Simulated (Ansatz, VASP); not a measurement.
## Two plane-wave programs on Si2W

```
W Si
1.0
    -1.60690    1.60690    3.91495
     1.60690   -1.60690    3.91495
     1.60690    1.60690   -3.91495
W Si
1 2
Direct
  0.00000 0.00000 0.00000
  0.66530 0.66530 0.00000
  0.33470 0.33470 0.00000
```

Alike in both runs: functional PBEsol; k mesh 9 × 9 × 9; occupations fermi-dirac, width 0.05 eV; non-collinear spin, spin-orbit coupling.

|  | VASP | Ansatz |
| --- | --- | --- |
| version | VASP 6.6.1 | Ansatz 0.2.0 |
| potentials or method | VASP PAW PBE potentials, release 64 (W_sv, Si) | Ansatz PAW |
| plane-wave cutoff (eV) | 520 | 420 |
| valence electrons in the cell | 22 | 22 |
| task | single point | band structure |

Ansatz gave:

| Item | Value |
| --- | --- |
| pressure (GPa) | -2.0 |
| traceless stress, the component that is largest in VASP (GPa) | 0.06 |
| net moment per atom (μB) | 0.00 |

Problem. Which values does VASP return?

Solution. Pressure (GPa): -1.4; traceless stress, the component that is largest in VASP (GPa): 0.09; net moment per atom (μB): 0.00.

VASP's potentials were made for PBE, not for PBEsol.
